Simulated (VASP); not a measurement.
# PtSe2 in VASP: a series of runs

PtSe2 is run at these levels: PBE+D3(BJ); tasks: single point.

Everything below comes from runs of VASP 6.6.1. Logs are shortened: lines on timing, memory, paths and dates and some standing lists are left out, and cuts for length are marked.

### 1 The cell of the first run

The cell holds a slab with vacuum, 3 atoms: a = 3.707 Å, b = 3.847 Å, c = 31.122 Å, α = 90.00°, β = 90.00°, γ = 118.80°.

### 2 Single point, PBE+D3(BJ) (strain along y +0.050, then relaxed in part)

Contents of INCAR:

```
SYSTEM = PtSe2
PREC = Accurate ; ENCUT = 520
EDIFF = 1E-6 ; ISMEAR = 0
SIGMA = 0.02 ; LREAL = .False.
LASPH = .True. ; NELM = 80
ALGO = Normal ; ISIF = 2
LWAVE = .False. ; LCHARG = .False.
LDIPOL = .True. ; IDIPOL = 3
DIPOL = 0.5 0.5 0.500 ; GGA = PE
IVDW = 12 ; NBANDS = 18
```

Contents of KPOINTS:

```
regular mesh
0
Gamma
  12 12 1
  0 0 0
```

Contents of POSCAR:

```
PtSe2
1.0
    3.7068661351      0.0000000000      0.0000000000
   -1.8534330675      3.3707522535      0.0000000000
    0.0000000000      0.0000000000     31.1216233429
Se Pt
2 1
Direct
    0.6711296531      0.3422593061      0.4590348212
    0.3288703469      0.6577406939      0.5409651788
    0.0000000000      0.0000000000      0.5000000000
```

Potentials or basis: VASP PAW PBE potentials, release 64 (Se, Pt).

The run is started by

```
cat potpaw_PBE.64/Se/POTCAR potpaw_PBE.64/Pt/POTCAR > POTCAR
mpirun -np 1 vasp_std > vasp.out
```

OUTCAR:

```text
SYSTEM = PtSe2
   PREC = Accurate
   ENCUT = 520
   EDIFF = 1E-6
   ISMEAR = 0
   LREAL = .False.
   LASPH = .True.
   NELM = 80
   ISIF = 2
   GGA = PE
   IVDW = 12
 IVDW          = 12

 ion  position               nearest neighbor table
   1  0.671  0.342  0.459-   3 2.53   3 2.53   3 2.56
   2  0.329  0.658  0.541-   3 2.53   3 2.53   3 2.56
   3  0.000  0.000  0.500-   1 2.53   2 2.53   1 2.53   2 2.53   1 2.56   2 2.56

  LATTYP: Found a base centered orthorhombic cell.
 ALAT       =     3.7068661351
 B/A-ratio  =     1.8186533479
 C/A-ratio  =     8.3956696057

  Lattice vectors:

 A1 = (   1.8534330675,  -3.3707522535,   0.0000000000)
 A2 = (   1.8534330676,   3.3707522535,   0.0000000000)
 A3 = (   0.0000000000,   0.0000000000,  31.1216233429)

Analysis of symmetry for initial positions (statically):
=====================================================================
 Subroutine PRICEL returns:
 Original cell was already a primitive cell.

 Routine SETGRP: Setting up the symmetry group for a
 base centered orthorhombic supercell.

 Subroutine GETGRP returns: Found  4 space group operations
 (whereof  4 operations were pure point group operations)
 out of a pool of  8 trial point group operations.

The static configuration has the point symmetry C_2h.

Analysis of symmetry for dynamics (positions and initial velocities):
=====================================================================
 Subroutine PRICEL returns:
 Original cell was already a primitive cell.

 Routine SETGRP: Setting up the symmetry group for a
 base centered orthorhombic supercell.

 Subroutine GETGRP returns: Found  4 space group operations
 (whereof  4 operations were pure point group operations)
 out of a pool of  8 trial point group operations.

The dynamic configuration has the point symmetry C_2h.

 Subroutine INISYM returns: Found  4 space group operations
 (whereof  4 operations are pure point group operations),
 and found     1 'primitive' translations

----------------------------------------------------------------------------------------

                                     Primitive cell

  volume of cell :     388.8624

  direct lattice vectors                    reciprocal lattice vectors
     3.706866135  0.000000000  0.000000000     0.269769655  0.148334841  0.000000000
    -1.853433067  3.370752254  0.000000000     0.000000000  0.296669682  0.000000000
     0.000000000  0.000000000 31.121623343     0.000000000  0.000000000  0.032132000

  length of vectors
     3.706866135  3.846710918 31.121623343     0.307861807  0.296669682  0.032132000

[... 89 lines left out ...]
   ISYM   =      2    0-nonsym 1-usesym 2-fastsym
   POTIM  = 0.5000    time-step for ionic-motion
   TEBEG  =    0.0;   TEEND  =   0.0 temperature during run
   PSTRESS=    0.0 pullay stress
   NELECT =      22.0000    total number of electrons
   NUPDOWN=      -1.0000    fix difference up-down
   EMIN   =  10.00;   EMAX   =-10.00  energy-range for DOS
   EFERMI =   0.00;   METHOD = LEGACY
   ISMEAR =     0;   SIGMA  =   0.02  broadening in eV -4-tet -1-fermi 0-gaus
   EFERMI_NEDOS =   21; number of points for ismear=-14 and -15
   IALGO  =     38    algorithm
   IMIX   =      4    mixing-type and parameters
     AMIX     =   0.40;   BMIX     =  1.00
     AMIX_MAG =   1.60;   BMIX_MAG =  1.00
  volume/ion in A,a.u.               =     129.62       874.72
  Fermi-wavevector in a.u.,A,eV,Ry     =   0.628469  1.187634  5.373935  0.394973
  Thomas-Fermi vector in A             =   1.690424
   LORBIT       =      0    0 simple, 1 ext, 2 COOP (PROOUT), +10 PAW based schemes
   GGA     = PE    functional components
   LHFCALC =     F    Hartree Fock is set to
   AEXX    =    0.0000 exact exchange contribution
   IVDW    =    12    specifies the selected vdW correction
   LEPSILON=     F    determine dielectric tensor
   LRPA    =     F    only Hartree local field effects (RPA)
 non-spin polarized calculation
 Gauss-broadening in eV      SIGMA  =   0.02
  energy-cutoff  :      520.00
  volume of cell :      388.86
 maximum number of plane-waves:     10522
   NGX = 13   NGY = 15   NGZ =115

 number of electron      21.9999997 magnetization

 dipolmoment           0.000000      0.000000     -0.000000 electrons x Angstroem

 Free energy of the ion-electron system (eV)
  ---------------------------------------------------
  ext. energy  EPLUGINS =         0.00000000
  ---------------------------------------------------
  free energy    TOTEN  =       -14.25910238 eV

  energy without entropy =      -14.25910238  energy(sigma->0) =      -14.25910238

 E-fermi :  -3.7828     XC(G=0):  -2.1359

 val. band max:       -3.8973220141   @ k =  -0.2500   0.0833   0.0000
 cond. band min:      -2.6994442755   @ k =   0.0000   0.2500   0.0000
 fundamental gap:      1.1978777386
 Fermi energy:        -3.7828052527

 k-point     1 :       0.0000    0.0000    0.0000
  band No.  band energies     occupation
      1     -17.8843      2.00000
      2     -16.0515      2.00000
      3      -9.0949      2.00000
      4      -8.9798      2.00000
      5      -8.8324      2.00000
      6      -6.8435      2.00000
[... 481 lines left out ...]
      5      -7.8821      2.00000
      6      -7.4214      2.00000
[... 10 lines left out ...]
     17       4.2635      0.00000
     18       4.3670      0.00000

 [... further k-points ...]

------------------------ aborting loop because EDIFF is reached ----------------------------------------

 vacuum level on the upper side and lower side of the slab       (xc-potential included)        -0.100        -0.100

 Edisp (eV)   -0.85820

 E8    (eV) :    -0.3945

  FORCE on cell =-STRESS in cart. coord.  units (eV):
  Direction    XX          YY          ZZ          XY          YZ          ZX
  --------------------------------------------------------------------------------------
  -------------------------------------------------------------------------------------
  Total      -0.71927    -2.75603    -0.02084    -0.00000     0.00193     0.00000
  in kB      -2.96350   -11.35531    -0.08588    -0.00000     0.00794     0.00000
  external pressure =       -4.80 kB  Pullay stress =        0.00 kB

 VOLUME and BASIS-vectors are now :
 -----------------------------------------------------------------------------
  energy-cutoff  :      520.00
  volume of cell :      388.86
      direct lattice vectors                 reciprocal lattice vectors
     3.706866135  0.000000000  0.000000000     0.269769655  0.148334841  0.000000000
    -1.853433067  3.370752254  0.000000000     0.000000000  0.296669682  0.000000000
     0.000000000  0.000000000 31.121623343     0.000000000  0.000000000  0.032132000

 POSITION                                       TOTAL-FORCE (eV/Angst)
 -----------------------------------------------------------------------------------
      1.85343      1.15367     14.28591        -0.000000     -0.000772      0.002209
     -0.00000      2.21708     16.83571         0.000000      0.000772     -0.002209
      0.00000      0.00000     15.56081         0.000000      0.000000      0.000000
 -----------------------------------------------------------------------------------
    total drift:                                0.000000     -0.000000      0.000000

  FREE ENERGIE OF THE ION-ELECTRON SYSTEM (eV)
  ---------------------------------------------------
  free  energy   TOTEN  =       -15.1173004802 eV

  energy  without entropy=      -15.1173004802  energy(sigma->0) =      -15.11730048

 vacuum level on the upper side and lower side of the slab         1.695         1.695
```

Wall time 2.9 min (1 thread of Intel Xeon 6975P-C (Granite Rapids), shared host); peak memory 0.68 GiB.

Results:

```yaml
Free_energy: -15.1173 eV
Band_gap_on_the_k_mesh: 1.20 eV (least direct gap 1.37 eV)
Dispersion_energy_per_atom: -0.286 eV
```

Forces on the atoms (eV/Å):
```
Se   0.000 -0.001  0.002
Se   0.000  0.001 -0.002
Pt   0.000  0.000  0.000
```

Caveat: the cell differs from its parent crystal (strain along y +0.050, then relaxed in part); spin-orbit coupling is left out, which moves the levels of the heavy elements.

### 3 Single point, PBE+D3(BJ)

This run uses another cell than the first one: it holds 12 atoms, not 3.

Contents of INCAR:

```
PREC = Accurate
ENCUT = 520
EDIFF = 1E-6
ISMEAR = 0
SIGMA = 0.1
LREAL = False
LASPH = True
NELM = 80
ALGO = Normal
ISIF = 2
LWAVE = False
LCHARG = True
LDIPOL = True
IDIPOL = 3
DIPOL = 0.5 0.5 0.452
GGA = PE
IVDW = 12
LELF = True
LVHAR = True
LVACPOTAV = True
NBANDS = 56
```

Contents of KPOINTS:

```
Automatic mesh
0
Gamma
  3 3 1
```

Contents of POSCAR:

```
PtSe2
1.0
    7.5434048737      0.0000000000      0.0000000000
   -3.7717024368      6.5327802516      0.0000000000
    0.0000000000      0.0000000000     20.5608116858
Se Pt
8 4
Direct
    0.3333333333      0.1666666667      0.3890896975
    0.3333333333      0.6666666667      0.3890896975
    0.8333333333      0.1666666667      0.3890896975
    0.8333333333      0.6666666667      0.3890896975
    0.1665211331      0.3330486214      0.5143209394
    0.1663515356      0.8335501946      0.5141813110
    0.6666667240      0.3333046959      0.5144227488
    0.6671348026      0.8334606594      0.5141905176
    0.0000251049      0.0000707635      0.4516006642
    0.0000049805      0.5000141232      0.4517444805
    0.4999949820     -0.0000263777      0.4517739538
    0.5000241279      0.5000202354      0.4517416211
```

Potentials or basis: VASP PAW PBE potentials, release 64 (Se, Pt).

The run is started by

```
cat potpaw_PBE.64/Se/POTCAR potpaw_PBE.64/Pt/POTCAR > POTCAR
mpirun -np 1 vasp_std > vasp.out
```

Wall time 7.8 min (1 thread of Intel Xeon 6975P-C (Granite Rapids), shared host); peak memory 1.1 GiB.

It converged, with:

| Quantity | Value |
| --- | --- |
| Free energy | -60.6521 eV |
| Largest force | 0.036 eV/Å |
| Band gap on the k mesh | 1.64 eV |
| Dispersion energy per atom | -0.290 eV |

Forces on the atoms (eV/Å):
```
Se   0.012  0.007 -0.001
Se   0.000  0.001  0.009
Se  -0.012  0.007 -0.001
Se   0.000 -0.011 -0.005
Se   0.000  0.016  0.000
Se   0.023 -0.010  0.026
Se  -0.001  0.002 -0.011
Se  -0.022 -0.006  0.025
Pt   0.000  0.000 -0.005
Pt  -0.005 -0.005 -0.008
Pt  -0.001  0.007 -0.020
Pt   0.004 -0.008 -0.008
```

Levels at points of the mesh, in eV from the valence-band top:
```
           k point  band 42  band 43  band 44  band 45  band 46  band 47
(0.00, 0.00, 0.00)    -0.52    -0.07    -0.07     2.33     2.33     2.33
```

Caveat: spin-orbit coupling is left out, which moves the levels of the heavy elements.
